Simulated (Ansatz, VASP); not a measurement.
One calculation of Mo, two programs

INCAR

```
SYSTEM = Mo
PREC = Accurate ; ENCUT = 520
EDIFF = 1E-7 ; ISMEAR = 0
SIGMA = 0.1 ; LREAL = .FALSE.
LASPH = .TRUE. ; NELM = 60
ALGO = Normal ; ISIF = 2
LWAVE = .FALSE. ; LCHARG = .FALSE.
GGA = PS ; NBANDS = 13
```

KPOINTS

```
regular mesh
0
G
  12 12 17
  0 0 0
```

The input POSCAR:

```
Mo
1.0
    2.8389683211     -0.0004586859      0.0510332169
   -0.0004586859      2.8389683211      0.0510332169
    1.4542669507      1.4542669507      1.9097922027
Mo
1
Direct
    0.0000000000      0.0000000000      0.0000000000
```

Input for Ansatz:

```yaml
crystal:
  lattice:
    - [2.8389683211, -0.0004586859, 0.0510332169]
    - [-0.0004586859, 2.8389683211, 0.0510332169]
    - [1.4542669507, 1.4542669507, 1.9097922027]
  atoms:
    - { symbol: Mo, position: [0.0, 0.0, 0.0] }
basis:
  ecutwfc: 420
kpoints:
  mp_grid: { grid: [12, 12, 17] }
hamiltonian:
  xc: pbesol
scf:
  occupations: { method: gaussian, width: 0.1 }
output:
  forces: true
  stress: true
  eigenvalues: true
```

Change from the starting cell: band edges of the strained film's bulk.

Alike in both runs: task single point; functional PBEsol; k mesh 12 × 12 × 17; occupations gaussian, width 0.1 eV; no spin polarisation.

|  | VASP | Ansatz |
| --- | --- | --- |
| version | VASP 6.6.1 | Ansatz 0.2.0 |
| potentials or method | VASP PAW PBE potentials, release 64 (Mo_sv), cutoff 520 eV | scalar-relativistic, plane waves, PAW |
| valence electrons in the cell | 14 | 14 |

|  | VASP | Ansatz | Ansatz less VASP |
| --- | --- | --- | --- |
| gap on the k mesh at the Fermi level (eV) | none | none | - |
| pressure (GPa) | 11.6 | 11.0 | -0.61 |
| traceless stress, the component that is largest in VASP (GPa) | -11.01 | -11.02 | -0.010 |

VASP's potentials were made for PBE, not for PBEsol. A gap of «none» marks a metal or a gap that the smearing closes.
